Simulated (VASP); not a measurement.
Wanted: the native input for a VASP 6.6.1 run.

* Task: single point
* Functional: PBE
* Potentials or basis: VASP PAW PBE potentials, release 64 (Pt, H, N)
* Cutoff: 520 eV
* k mesh: 1 × 1 × 1
* Occupations: gaussian, width 0.01 eV
* Spin: non-collinear spin, zero start, spin-orbit coupling
* Starting moments: [[0.0, 0.0, 0.0], [0.0, 0.0, 0.0], [0.0, 0.0, 0.0], [0.0, 0.0, 0.0], [0.0, 0.0, 0.0], [0.0, 0.0, 0.0], [0.0, 0.0, 0.0], [0.0, 0.0, 0.0], [0.0, 0.0, 0.0]] μB
* Dipole correction: no
* Further INCAR settings: ALGO = Normal; EDIFF = 1e-06; NBANDS = 41

The structure of PtH7N lies in POSCAR:

```
H7PtN
1.0
   12.2800000000      0.0000000000      0.0000000000
    0.0000000000     13.1100000000      0.0000000000
    0.0000000000      0.0000000000     11.1300000000
Pt H N
1 7 1
Direct
    0.4908615600      0.5462105300      0.5480790700
    0.6077443000      0.6103943600      0.5952641500
    0.6337597700      0.5510556800      0.5801239900
    0.4523973900      0.6565606400      0.5788661300
    0.3664495100      0.5327376000      0.5165408800
    0.4505366400      0.3432494300      0.5294905700
    0.5100879500      0.3779092300      0.4043126700
    0.5838509800      0.3489214300      0.5225956900
    0.5140871300      0.3842578200      0.4956163500
```

One way to write it, as run:

INCAR

```
SYSTEM = H7PtN
PREC     = Accurate       ! precision mode
ENCUT    = 520            ! plane-wave cutoff, eV
EDIFF    = 1E-6           ! SCF threshold, eV
ISMEAR   = 0              ! smearing method
SIGMA    = 0.01           ! smearing width, eV
LREAL    = .False.        ! projectors in reciprocal space
LASPH    = .True.         ! aspherical terms in the spheres
NELM     = 150            ! most SCF steps
ALGO     = Normal         ! electronic algorithm
ISIF     = 2              ! what is computed and relaxed
LWAVE    = .False.        ! write WAVECAR
LCHARG   = .False.        ! write CHGCAR
LNONCOLLINEAR= .True.         ! non-collinear magnetism
MAGMOM   = 0 0 0 0 0 0 0 0 0 0 0 0 0 0 0 0 0 0 0 0 0 0 0 0 0 0 0 ! initial moments
LORBIT   = 11             ! projections on sites
LSORBIT  = .True.         ! spin-orbit coupling
GGA_COMPAT= .False.      
LORBMOM  = .True.       
LMAXMIX  = 4              ! l up to which the mixer works
GGA      = PE             ! functional
NBANDS   = 41             ! bands
```

KPOINTS

```
Automatic mesh
0
Gamma
  1 1 1
  0 0 0
```

Potentials or basis: VASP PAW PBE potentials, release 64 (Pt, H, N).

Launch:

```bash
$ cat potpaw_PBE.64/Pt/POTCAR potpaw_PBE.64/H/POTCAR potpaw_PBE.64/N/POTCAR > POTCAR
$ mpirun -np 1 vasp_ncl > vasp.out
```

Results of the run:

| Quantity | Value |
| --- | --- |
| Largest force | 0.403 eV/Å |
| Net moment | 0.00 μB per cell |
| Valence electrons inside the program's atomic spheres | Pt 9.60; H 0.58, 0.59, 0.57, 0.72 (each value once); N 3.96 |

Run time: 12 min on 1 thread of Intel(R) Xeon(R) Platinum 8488C (Sapphire Rapids), on a shared host, peak memory 4.2 GiB.
